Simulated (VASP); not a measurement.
# In7GaAs8: single point with PBEsol

The system is In7GaAs8.

```
Ga In As
1.0
    -6.03513    0.00000    6.03513
    -6.03513   -6.03513    0.00000
     0.00000   -6.03513    6.03513
Ga In As
1 7 8
Direct
  0.00000 0.50000 0.00000
  0.00052 0.99948 0.00052
  0.00052 0.50052 0.49948
  0.00052 0.99948 0.49948
  0.49948 0.50052 0.00052
  0.49948 0.99948 0.00052
  0.49948 0.50052 0.49948
  0.50000 0.00000 0.50000
  0.11999 0.14002 0.11999
  0.11999 0.61999 0.11999
  0.12497 0.12501 0.62501
  0.11999 0.61999 0.64002
  0.62501 0.12501 0.12497
  0.64002 0.61999 0.11999
  0.62501 0.12501 0.62501
  0.62501 0.62497 0.62501
```

| Quantity | Value |
| --- | --- |
| Program | VASP 6.6.1 |
| Task | single point |
| Functional | PBEsol |
| Potentials or basis | VASP PAW PBE potentials, release 64 (Ga_d, In_d, As) |
| Cutoff | 520 eV |
| k mesh | 6 × 6 × 6 |
| Occupations | gaussian, width 0.1 eV |
| Spin | no spin polarisation |
| Dipole correction | no |
| Further INCAR settings | LREAL = Auto; ALGO = Normal; EDIFF = 1e-06; NBANDS = 86 |

```yaml
Pressure: 0.1 GPa
Largest_force: 0.019 eV/Å
Band_gap_on_the_k_mesh: zero (filled and empty bands touch)
```

Forces on the atoms (eV/Å):
```
Ga   0.000  0.000  0.000
In   0.000  0.000  0.019
In  -0.019  0.000  0.000
In   0.000  0.019  0.000
In   0.000 -0.019  0.000
In   0.019  0.000  0.000
In   0.000  0.000 -0.019
In   0.000  0.000  0.000
As  -0.002 -0.002 -0.002
As   0.002  0.002 -0.002
As  -0.001  0.001  0.001
As   0.002 -0.002  0.002
As   0.001 -0.001  0.001
As  -0.002  0.002  0.002
As   0.001  0.001 -0.001
As  -0.001 -0.001 -0.001
```

Levels at points of the mesh, in eV from the Fermi level:
```
           k point  band 68  band 69  band 70  band 71  band 72  band 73  band 74  band 75  band 76  band 77
(0.00, 0.00, 0.00)    -0.95    -0.95    -0.45    -0.06    -0.06    -0.06     0.63     0.82     0.82     0.82
(0.50, 0.00, 0.00)    -1.75    -0.68    -0.68    -0.57    -0.57     0.88     1.23     2.00     2.00     2.03
(0.50, 0.50, 0.00)    -1.41    -1.14    -1.14    -1.11    -0.96     1.96     1.98     2.34     2.41     2.56
```

Run time: 22 min on 1 thread of AMD EPYC 7R13 Processor (Zen 3), on a shared host, peak memory 0.74 GiB.

Caveat: the PAW data sets were made with another functional, which shifts forces and pressure a little; spin-orbit coupling is left out, which moves the levels of the heavy elements.
